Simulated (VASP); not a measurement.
Set up this calculation in VASP 6.6.1, as the native input.

```yaml
Task: single point
Functional: LDA
Potentials_or_basis: VASP PAW LDA potentials, release 64 (Ag, Au)
Cutoff: 520 eV
k_mesh: 14 × 14 × 14
Occupations: fermi-dirac, width 0.05 eV
Spin: no spin polarisation
Dipole_correction: no
Further_INCAR_settings: ALGO = Normal; EDIFF = 1e-07; NBANDS = 18
```

The structure of AgAu lies in POSCAR:

```
AgAu
1.0
    1.4575878671      0.8415387474      4.7306410783
   -1.4575878671      0.8415387474      4.7306410783
    0.0000000000     -1.6830774949      4.7306410783
Ag Au
1 1
Direct
    0.0000000000      0.0000000000      0.0000000000
    0.5000000000      0.5000000000      0.5000000000
```

These files were run (other wordings do the same):

INCAR

```
  PREC = Accurate
  ENCUT = 520
  EDIFF = 1E-7
  ISMEAR = -1
  SIGMA = 0.05
  LREAL = F
  LASPH = T
  NELM = 100
  ALGO = Normal
  ISIF = 2
  LWAVE = F
  LCHARG = T
  LELF = T
  LVHAR = T
  NBANDS = 18
```

KPOINTS

```
regular mesh
0
Gamma
  14 14 14
```

Potentials or basis: VASP PAW LDA potentials, release 64 (Ag, Au).

Command:

```bash
$ cat potpaw_LDA.64/Ag/POTCAR potpaw_LDA.64/Au/POTCAR > POTCAR
$ mpirun -np 1 vasp_std > vasp.out
```

It gave:

```json
{
  "Pressure": "-8.9 GPa",
  "Band gap on the k mesh": "zero (bands 11 and 12 overlap by 5.66 eV)"
}
```

Caveat: the cell stands under tension; spin-orbit coupling is left out, which moves the levels of the heavy elements.

It took 4.2 min on 1 thread of Intel(R) Xeon(R) 6975P-C (Granite Rapids) (shared host), peak memory 0.35 GiB.
